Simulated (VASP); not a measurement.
Set up this calculation in VASP 6.6.1, as the native input.

```yaml
Task: relaxation of cell and atoms
Functional: PBE
Potentials_or_basis: VASP PAW PBE potentials, release 64 (Ga_d, B)
Cutoff: 600 eV
k_mesh: 10 × 10 × 8
Occupations: fermi-dirac, width 0.05 eV
Spin: no spin polarisation
Target_pressure: 5 GPa
Dipole_correction: no
Further_INCAR_settings: ALGO = Normal; EDIFF = 1e-07; IBRION = 2; EDIFFG = -0.01; NSW = 60; ISIF = 3
```

The structure of GaB lies in POSCAR:

```
GaB
1.0
    2.7182400000      0.0000000000      0.0000000000
    0.0000000000      2.7182400000      0.0000000000
    0.0000000000      0.0000000000      3.2362100000
Ga B
1 1
Direct
    0.5000000000      0.5000000000      0.5000000000
    0.0000000000      0.0000000000      0.0000000000
```

The input as run:

INCAR

```
ALGO = Normal ; EDIFF = 1E-7
EDIFFG = -0.01 ; ENCUT = 600
GGA = PE ; IBRION = 2
ISIF = 3 ; ISMEAR = -1
LASPH = True ; LCHARG = False
LREAL = False ; LWAVE = False
NELM = 80 ; NSW = 60
PREC = Accurate ; PSTRESS = 50.0
SIGMA = 0.05
```

KPOINTS

```
k-points
0
Gamma
  10 10 8
```

Potentials or basis: VASP PAW PBE potentials, release 64 (Ga_d, B).

Command:

```console
$ cat potpaw_PBE.64/Ga_d/POTCAR potpaw_PBE.64/B/POTCAR > POTCAR
$ mpirun -np 1 vasp_std > vasp.out
```

Results of the run:

```json
{
  "Relaxed volume": "11.44 Å³/atom",
  "Relaxed cell": "a = 2.676 Å, b = 2.676 Å, c = 3.197 Å, α = 90.00°, β = 90.00°, γ = 90.00°",
  "Space group after relaxing (to 0.1 Å)": "P4/mmm (No. 123)",
  "Energy change on relaxing (the run minimises the enthalpy)": "+7.7 meV/atom",
  "Ionic steps": "6",
  "Pressure after relaxing": "4.9 GPa",
  "Band gap on the k mesh": "zero (bands 8 and 9 overlap by 8.71 eV)"
}
```

Caveat: the cell is relaxed towards a set pressure, so the run minimises the enthalpy, not the energy.

Run time: 2.7 min on 1 thread of Intel Xeon 8259CL (shared host), peak memory 0.18 GiB.
